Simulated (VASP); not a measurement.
# CaS (Fm-3m) in VASP: a series of runs

CaS is run at these levels: r2SCAN; tasks: single point.

All numbers are computed with VASP 6.6.1; they aren't measurements. Logs are shortened: lines on timing, memory, paths and dates and some standing lists are left out, and cuts for length are marked.

### Step 1. The cell of the first run

Symmetry: Fm-3m, No. 225, cubic system. Conventional cell: a = 5.655 Å, b = 5.655 Å, c = 5.655 Å, α = 90.00°, β = 90.00°, γ = 90.00°. Ca (site symmetry m-3m) has 6 S at 2.83 Å within 3.7 Å. Within 3.7 Å of S (site symmetry m-3m) lie 6 Ca at 2.83 Å.

### Step 2. Single point, r2SCAN (volume scaled by 0.98)

The input, POSCAR:

```
CaS
1.0
    0.0000000000      2.8276802893      2.8276802893
    2.8276802893      0.0000000000      2.8276802893
    2.8276802893      2.8276802893      0.0000000000
Ca S
1 1
Direct
    0.5000000000      0.5000000000      0.5000000000
    0.0000000000      0.0000000000      0.0000000000
```

The input, INCAR.step1:

```
SYSTEM = CaS
PREC     = Accurate       ! precision mode
ENCUT    = 550            ! plane-wave cutoff, eV
ISMEAR   = 0              ! smearing method
SIGMA    = 0.05           ! smearing width, eV
LREAL    = .FALSE.        ! projectors in reciprocal space
LASPH    = .TRUE.         ! aspherical terms in the spheres
NELM     = 120            ! most SCF steps
NBANDS   = 15             ! bands
GGA      = PE             ! functional
ALGO     = Normal         ! electronic algorithm
EDIFF    = 1E-5           ! SCF threshold, eV
LWAVE    = .TRUE.         ! write WAVECAR
LCHARG   = .FALSE.        ! write CHGCAR
GGA_COMPAT= .FALSE.
```

The input, INCAR.step2:

```
SYSTEM = CaS
PREC     = Accurate       ! precision mode
ENCUT    = 550            ! plane-wave cutoff, eV
EDIFF    = 1E-6           ! SCF threshold, eV
ISMEAR   = 0              ! smearing method
SIGMA    = 0.05           ! smearing width, eV
LREAL    = .FALSE.        ! projectors in reciprocal space
LASPH    = .TRUE.         ! aspherical terms in the spheres
NELM     = 120            ! most SCF steps
ALGO     = Normal         ! electronic algorithm
ISIF     = 2              ! what is computed and relaxed
LWAVE    = .FALSE.        ! write WAVECAR
LCHARG   = .FALSE.        ! write CHGCAR
METAGGA  = R2SCAN         ! meta-GGA
LMIXTAU  = .TRUE.       
NBANDS   = 15             ! bands
ISTART   = 1            
GGA_COMPAT= .FALSE.
```

The input, KPOINTS:

```
Automatic mesh
0
G
  8 8 8
  0 0 0
```

Potentials or basis: VASP PAW PBE potentials, release 64 (Ca_sv, S).

Run with:

```console
> cat potpaw_PBE.64/Ca_sv/POTCAR potpaw_PBE.64/S/POTCAR > POTCAR
> cp INCAR.step1 INCAR
> mpirun -np 1 vasp_std > vasp.out
> cp INCAR.step2 INCAR
> mpirun -np 1 vasp_std > vasp.out
```

OUTCAR:

```text
SYSTEM = CaS
   PREC = Accurate
   ENCUT = 550
   EDIFF = 1E-6
   ISMEAR = 0
   LREAL = .FALSE.
   LASPH = .TRUE.
   NELM = 120
   ISIF = 2
   METAGGA = R2SCAN
   ISTART = 1

 ion  position               nearest neighbor table
   1  0.500  0.500  0.500-   2 2.83   2 2.83   2 2.83   2 2.83   2 2.83   2 2.83
   2  0.000  0.000  0.000-   1 2.83   1 2.83   1 2.83   1 2.83   1 2.83   1 2.83

  LATTYP: Found a face centered cubic cell.
 ALAT       =     5.6553605786

  Lattice vectors:

 A1 = (   0.0000000000,   2.8276802893,   2.8276802893)
 A2 = (   2.8276802893,   0.0000000000,   2.8276802893)
 A3 = (   2.8276802893,   2.8276802893,   0.0000000000)

Analysis of symmetry for initial positions (statically):
=====================================================================
 Subroutine PRICEL returns:
 Original cell was already a primitive cell.

 Routine SETGRP: Setting up the symmetry group for a
 face centered cubic supercell.

 Subroutine GETGRP returns: Found 48 space group operations
 (whereof 48 operations were pure point group operations)
 out of a pool of 48 trial point group operations.

The static configuration has the point symmetry O_h .

Analysis of symmetry for dynamics (positions and initial velocities):
=====================================================================
 Subroutine PRICEL returns:
 Original cell was already a primitive cell.

 Routine SETGRP: Setting up the symmetry group for a
 face centered cubic supercell.

 Subroutine GETGRP returns: Found 48 space group operations
 (whereof 48 operations were pure point group operations)
 out of a pool of 48 trial point group operations.

The dynamic configuration has the point symmetry O_h .

 Subroutine INISYM returns: Found 48 space group operations
 (whereof 48 operations are pure point group operations),
 and found     1 'primitive' translations

----------------------------------------------------------------------------------------

                                     Primitive cell

  volume of cell :      45.2190

  direct lattice vectors                    reciprocal lattice vectors
     0.000000000  2.827680289  2.827680289    -0.176823385  0.176823385  0.176823385
     2.827680289  0.000000000  2.827680289     0.176823385 -0.176823385  0.176823385
     2.827680289  2.827680289  0.000000000     0.176823385  0.176823385 -0.176823385

  length of vectors
     3.998943815  3.998943815  3.998943815     0.306267087  0.306267087  0.306267087

  position of ions in fractional coordinates (direct lattice)
     0.500000000  0.500000000  0.500000000
     0.000000000  0.000000000  0.000000000

  ion indices of the primitive-cell ions
   primitive index   ion index
                 1           1
                 2           2

----------------------------------------------------------------------------------------

 KPOINTS: Automatic mesh

Automatic generation of k-mesh.
 Grid dimensions read from file:
 generate k-points for:    8    8    8

 Generating k-lattice:

  Cartesian coordinates                     Fractional coordinates (reciprocal lattice)
    -0.022102923  0.022102923  0.022102923     0.125000000  0.000000000  0.000000000
     0.022102923 -0.022102923  0.022102923     0.000000000  0.125000000  0.000000000
     0.022102923  0.022102923 -0.022102923     0.000000000  0.000000000  0.125000000

  Length of vectors
     0.038283386  0.038283386  0.038283386

  Shift w.r.t. Gamma in fractional coordinates (k-lattice)
     0.000000000  0.000000000  0.000000000

 Subroutine IBZKPT returns following result:
 ===========================================

 Found     29 irreducible k-points:

 Following reciprocal coordinates:
            Coordinates               Weight
  0.000000  0.000000  0.000000      1.000000
  0.125000  0.000000  0.000000      8.000000
  0.250000  0.000000  0.000000      8.000000
  0.375000  0.000000  0.000000      8.000000
  0.500000  0.000000  0.000000      4.000000
  0.125000  0.125000  0.000000      6.000000
[... 16 lines left out ...]
  0.500000  0.250000  0.125000     48.000000
 -0.375000  0.250000  0.125000     24.000000
 [... further k-points ...]
   k-points           NKPTS =     29   k-points in BZ     NKDIM =     29   number of bands    NBANDS=     15
   number of dos      NEDOS =    301   number of ions     NIONS =      2
   total plane-waves  NPLWV =  32768
   dimension x,y,z NGX =    32 NGY =   32 NGZ =   32
   dimension x,y,z NGXF=    64 NGYF=   64 NGZF=   64
   ions per type =               1   1
   NGX,Y,Z   is equivalent  to a cutoff of  13.30, 13.30, 13.30 a.u.
   NGXF,Y,Z  is equivalent  to a cutoff of  26.61, 26.61, 26.61 a.u.
 SYSTEM =  CaS
   PREC   = accura    normal or accurate (medium, high low for compatibility)
   ISTART =      1    job   : 0-new  1-cont  2-samecut
   ICHARG =      0    charge: 1-file 2-atom 10-const
   ISPIN  =      1    spin polarized calculation?
   LNONCOLLINEAR =      F non collinear calculations
   LSORBIT =      F    spin-orbit coupling
   LASPH  =      T    aspherical Exc in radial PAW
   ENCUT  =  550.0 eV  40.42 Ry    6.36 a.u.   7.65  7.65  7.65*2*pi/ulx,y,z
   NELM   =    120;   NELMIN=  2; NELMDL=  0     # of ELM steps
   EDIFF  = 0.1E-05   stopping-criterion for ELM
   LREAL  =      F    real-space projection
   EDIFFG = 0.1E-04   stopping-criterion for IOM
   NSW    =      0    number of steps for IOM
   IBRION =     -1    ionic relax: 0-MD 1-quasi-New 2-CG
   NFREE  =      0    steps in history (QN), initial steepest desc. (CG)
   ISIF   =      2    stress and relaxation
   ISYM   =      2    0-nonsym 1-usesym 2-fastsym
   POTIM  = 0.5000    time-step for ionic-motion
   TEBEG  =    0.0;   TEEND  =   0.0 temperature during run
   PSTRESS=    0.0 pullay stress
   NELECT =      16.0000    total number of electrons
   NUPDOWN=      -1.0000    fix difference up-down
   EMIN   =  10.00;   EMAX   =-10.00  energy-range for DOS
   EFERMI =   0.00;   METHOD = LEGACY
   ISMEAR =     0;   SIGMA  =   0.05  broadening in eV -4-tet -1-fermi 0-gaus
   EFERMI_NEDOS =   21; number of points for ismear=-14 and -15
   IALGO  =     38    algorithm
   IMIX   =      4    mixing-type and parameters
     AMIX     =   0.40;   BMIX     =  1.00
     AMIX_MAG =   1.60;   BMIX_MAG =  1.00
  volume/ion in A,a.u.               =      22.61       152.58
  Fermi-wavevector in a.u.,A,eV,Ry     =   1.157909  2.188131 18.242063  1.340754
  Thomas-Fermi vector in A             =   2.294516
   LORBIT       =      0    0 simple, 1 ext, 2 COOP (PROOUT), +10 PAW based schemes
   METAGGA = R2SCAN    functional components
   LHFCALC =     F    Hartree Fock is set to
   AEXX    =    0.0000 exact exchange contribution
   IVDW    =     0    specifies the selected vdW correction
   LEPSILON=     F    determine dielectric tensor
   LRPA    =     F    only Hartree local field effects (RPA)
 non-spin polarized calculation
 Gauss-broadening in eV      SIGMA  =   0.05
  energy-cutoff  :      550.00
  volume of cell :       45.22
 maximum number of plane-waves:      1363
   NGX = 15   NGY = 15   NGZ = 15

 number of electron      15.9999999 magnetization

 Free energy of the ion-electron system (eV)
  ---------------------------------------------------
  ext. energy  EPLUGINS =         0.00000000
  ---------------------------------------------------
  free energy    TOTEN  =       -19.93578241 eV

  energy without entropy =      -19.93578241  energy(sigma->0) =      -19.93578241

 E-fermi :   2.8385     XC(G=0):  -9.8791

 val. band max:        2.6386260579   @ k =   0.0000   0.0000   0.0000
 cond. band min:       5.3921056317   @ k =   0.5000   0.5000   0.0000
 fundamental gap:      2.7534795737
 Fermi energy:         2.8385299373

 k-point     1 :       0.0000    0.0000    0.0000
  band No.  band energies     occupation
      1     -38.0064      2.00000
      2     -18.1096      2.00000
      3     -18.1096      2.00000
      4     -18.1096      2.00000
      5      -9.2277      2.00000
      6       2.6386      2.00000
      7       2.6386      2.00000
      8       2.6386      2.00000
      9       7.3058      0.00000
     10       7.3058      0.00000
     11       7.3058      0.00000
     12       7.7059      0.00000
     13       7.9607      0.00000
     14       7.9607      0.00000
     15      14.2888      0.00000

 k-point     2 :       0.1250    0.0000    0.0000
  band No.  band energies     occupation
      1     -38.0045      2.00000
      2     -18.1381      2.00000
      3     -18.1115      2.00000
      4     -18.1115      2.00000
      5      -9.1108      2.00000
      6       1.9872      2.00000
      7       2.4077      2.00000
      8       2.4077      2.00000
      9       7.3452      0.00000
     10       7.5509      0.00000
     11       7.5509      0.00000
     12       8.3912      0.00000
     13       8.3912      0.00000
     14       8.4321      0.00000
     15      14.4299      0.00000

 k-point     3 :       0.2500    0.0000    0.0000
  band No.  band energies     occupation
      1     -38.0001      2.00000
      2     -18.2057      2.00000
      3     -18.1163      2.00000
      4     -18.1163      2.00000
      5      -8.8143      2.00000
      6       0.7923      2.00000
      7       1.9479      2.00000
      8       1.9479      2.00000
      9       7.4896      0.00000
     10       8.1753      0.00000
     11       8.1753      0.00000
     12       9.4742      0.00000
     13       9.4742      0.00000
     14       9.7808      0.00000
     15      13.8452      0.00000
[... 343 lines left out ...]
 k-point    23 :       0.5000    0.2500    0.1250
  band No.  band energies     occupation
      1     -37.9933      2.00000
      2     -18.2480      2.00000
      3     -18.1598      2.00000
      4     -18.1323      2.00000
      5      -8.4763      2.00000
      6       0.0739      2.00000
      7       1.2908      2.00000
      8       1.5201      2.00000
      9       7.4738      0.00000
     10       9.1905      0.00000
     11       9.4688      0.00000
     12       9.5975      0.00000
     13      10.3033      0.00000
     14      11.8450      0.00000
     15      12.3508      0.00000

 k-point    24 :      -0.3750    0.2500    0.1250
  band No.  band energies     occupation
      1     -37.9918      2.00000
      2     -18.2620      2.00000
      3     -18.1630      2.00000
      4     -18.1374      2.00000
      5      -8.3914      2.00000
      6      -0.0630      2.00000
      7       1.0922      2.00000
      8       1.4257      2.00000
      9       8.2058      0.00000
     10       8.5491      0.00000
     11       9.7788      0.00000
     12      10.1480      0.00000
     13      10.4181      0.00000
     14      11.3931      0.00000
     15      12.8694      0.00000

 [... further k-points ...]

------------------------ aborting loop because EDIFF is reached ----------------------------------------

  FORCE on cell =-STRESS in cart. coord.  units (eV):
  Direction    XX          YY          ZZ          XY          YZ          ZX
  --------------------------------------------------------------------------------------
  -------------------------------------------------------------------------------------
  Total        0.4794422      0.4794422      0.4794422      0.0000000      0.0000000     -0.0000000
  in kB       16.9873620     16.9873620     16.9873620      0.0000000      0.0000000     -0.0000000
  external PRESSURE =      16.9873620 kB  Pullay stress =       0.0000000 kB

 VOLUME and BASIS-vectors are now :
 -----------------------------------------------------------------------------
  energy-cutoff  :      550.00
  volume of cell :       45.22
      direct lattice vectors                 reciprocal lattice vectors
     0.000000000  2.827680289  2.827680289    -0.176823385  0.176823385  0.176823385
     2.827680289  0.000000000  2.827680289     0.176823385 -0.176823385  0.176823385
     2.827680289  2.827680289  0.000000000     0.176823385  0.176823385 -0.176823385

 POSITION                                       TOTAL-FORCE (eV/Angst)
 -----------------------------------------------------------------------------------
      2.82768      2.82768      2.82768         0.000000      0.000000      0.000000
      0.00000      0.00000      0.00000        -0.000000     -0.000000     -0.000000
 -----------------------------------------------------------------------------------
    total drift:                                0.000000     -0.000000      0.000000

  FREE ENERGIE OF THE ION-ELECTRON SYSTEM (eV)
  ---------------------------------------------------
  free  energy   TOTEN  =       -19.9357824115 eV

  energy  without entropy=      -19.9357824115  energy(sigma->0) =      -19.93578241
```

Run time: 40 s. Hardware: 1 thread of Intel Xeon 6975P-C (Granite Rapids), shared host; peak memory 0.19 GiB.

What came out:

```
Free energy            : -19.9358 eV
Pressure               : 1.7 GPa
Band gap on the k mesh : 2.75 eV, indirect (least direct gap 3.59 eV)
```

Levels at points of the mesh, in eV from the valence-band top:
| k point | band 4 | band 5 | band 6 | band 7 | band 8 | band 9 | band 10 | band 11 | band 12 | band 13 |
| --- | --- | --- | --- | --- | --- | --- | --- | --- | --- | --- |
| (0.00, 0.00, 0.00) | -20.75 | -11.87 | 0.00 | 0.00 | 0.00 | 4.67 | 4.67 | 4.67 | 5.07 | 5.32 |
| (0.50, 0.00, 0.00) | -20.76 | -10.99 | -3.18 | -1.20 | -1.20 | 5.83 | 6.76 | 6.89 | 6.89 | 8.97 |
| (0.50, 0.50, 0.00) | -20.80 | -11.20 | -2.36 | -0.84 | -0.84 | 2.75 | 6.22 | 6.88 | 7.50 | 7.50 |

Caveat: the cell differs from its parent crystal (volume scaled by 0.98); the PAW data sets were made with another functional, which shifts forces and pressure a little. A k mesh can miss the band edges.

### Step 3. Single point, r2SCAN

This run uses another cell than the first one, of 22.98 Å³/atom, 1.016 times its volume.

The input, POSCAR:

```
CaS
1.0
    0.0000000000      2.8430011916      2.8430011916
    2.8430011916      0.0000000000      2.8430011916
    2.8430011916      2.8430011916      0.0000000000
Ca S
1 1
Direct
    0.5000000000      0.5000000000      0.5000000000
    0.0000000000      0.0000000000      0.0000000000
```

The input, INCAR.step1:

```
PREC = Accurate ; ENCUT = 550
ISMEAR = 0 ; SIGMA = 0.05
LREAL = F ; LASPH = T
NELM = 120 ; NBANDS = 15
GGA = PE ; ALGO = Normal
EDIFF = 1E-5 ; LWAVE = T
LCHARG = F ; GGA_COMPAT = F
```

The input, INCAR.step2:

```
PREC = Accurate ; ENCUT = 550
EDIFF = 1E-6 ; ISMEAR = 0
SIGMA = 0.05 ; LREAL = F
LASPH = T ; NELM = 120
ALGO = Normal ; ISIF = 2
LWAVE = F ; LCHARG = F
METAGGA = R2SCAN ; LMIXTAU = T
NBANDS = 15 ; ISTART = 1
GGA_COMPAT = F
```

The input, KPOINTS:

```
regular mesh
0
Gamma
  8 8 8
```

Potentials or basis: VASP PAW PBE potentials, release 64 (Ca_sv, S).

Run with:

```console
> cat potpaw_PBE.64/Ca_sv/POTCAR potpaw_PBE.64/S/POTCAR > POTCAR
> cp INCAR.step1 INCAR
> mpirun -np 1 vasp_std > vasp.out
> cp INCAR.step2 INCAR
> mpirun -np 1 vasp_std > vasp.out
```

It took 42 s on 1 thread of Intel Xeon 6975P-C (Granite Rapids), shared host; peak memory 0.19 GiB.

It converged, with:

* Free energy: -19.9414 eV
* Pressure: 0.6 GPa
* Band gap on the k mesh: 2.79 eV, indirect (least direct gap 3.62 eV)

Levels at points of the mesh, in eV from the valence-band top:
| k point | band 4 | band 5 | band 6 | band 7 | band 8 | band 9 | band 10 | band 11 | band 12 | band 13 |
| --- | --- | --- | --- | --- | --- | --- | --- | --- | --- | --- |
| (0.00, 0.00, 0.00) | -20.80 | -11.81 | 0.00 | 0.00 | 0.00 | 4.67 | 4.67 | 4.67 | 4.96 | 5.31 |
| (0.50, 0.00, 0.00) | -20.82 | -10.97 | -3.12 | -1.17 | -1.17 | 5.80 | 6.70 | 6.83 | 6.83 | 8.86 |
| (0.50, 0.50, 0.00) | -20.85 | -11.17 | -2.32 | -0.83 | -0.83 | 2.79 | 6.19 | 6.80 | 7.43 | 7.43 |

Caveat: the PAW data sets were made with another functional, which shifts forces and pressure a little. A k mesh can miss the band edges.
